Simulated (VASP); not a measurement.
Input of a VASP 6.6.1 run:

INCAR

```
PREC = Accurate
ENCUT = 520
EDIFF = 1E-6
ISMEAR = 0
SIGMA = 0.1
LREAL = False
LASPH = True
NELM = 80
ALGO = Normal
ISIF = 2
LWAVE = False
LCHARG = False
GGA = PE
NBANDS = 54
```

Contents of KPOINTS:

```
Automatic mesh
0
Gamma
  12 12 2
```

File POSCAR:

```
Cd3In3O2
1.0
    3.3423239849      0.0000000000      0.0000000000
   -1.6711619924      2.8945374786      0.0000000000
    0.0000000000      0.0000000000     17.1418363172
Cd In O
3 3 2
Direct
    0.3333333333      0.6666666667      0.1939896898
    0.6666666667      0.3333333333      0.8060103102
    0.0000000000      0.0000000000      0.5000000000
    0.0000000000      0.0000000000      0.0000000000
    0.3333333333      0.6666666667      0.6562155273
    0.6666666667      0.3333333333      0.3437844727
    0.3333333333      0.6666666667      0.0640771770
    0.6666666667      0.3333333333      0.9359228230
```

Potentials or basis: VASP PAW PBE potentials, release 64 (Cd, In_d, O).

Launch:

```sh
$ cat potpaw_PBE.64/Cd/POTCAR potpaw_PBE.64/In_d/POTCAR potpaw_PBE.64/O/POTCAR > POTCAR
$ mpirun -np 1 vasp_std > vasp.out
```

(1) Predict the band gap on the k mesh.

(2) Estimate the pressure.

Answers

(1) zero (an odd number of electrons rules out a gap without spin polarisation).

(2) 0.2 GPa.

Caveat: spin-orbit coupling is left out, which moves the levels of the heavy elements.
